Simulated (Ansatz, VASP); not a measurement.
## SrO in VASP and in Ansatz

```xyz
4
Lattice="4.0234 0.0000 0.0000 -2.0117 3.4843 0.0000 0.0000 0.0000 5.8219" Properties=species:S:1:pos:R:3 pbc="T T T"
Sr    0.0000    2.3229    5.4617
Sr    2.0117    1.1614    2.5507
O     0.0000    2.3229    2.5434
O     2.0117    1.1614    5.4544
```

Alike in both runs: task single point; functional PBE; k mesh 9 × 9 × 6; occupations gaussian, width 0.05 eV; no spin polarisation.

|  | VASP | Ansatz |
| --- | --- | --- |
| version | VASP 6.6.1 | Ansatz 0.2.0 |
| potentials or method | VASP PAW PBE potentials, release 64 (Sr_sv, O), cutoff 600 eV | scalar-relativistic, plane waves, PAW |
| valence electrons in the cell | 32 | 32 |

```tsv
	VASP	Ansatz	Ansatz less VASP
gap on the k mesh at the Fermi level (eV)	2.33	2.34	+0.004
least direct gap on the mesh (eV)	2.78	2.79	+0.010
pressure (GPa)	5.3	4.8	-0.55
traceless stress, the component that is largest in VASP (GPa)	-10.57	-10.00	+0.563
rms of the force components (eV/Å)	0.009	0.008	-0.0003
```

Atom by atom the forces differ by 0.000 eV/Å (rms over components). With one functional, cell and mesh, what is left measures potentials, basis and numerics.
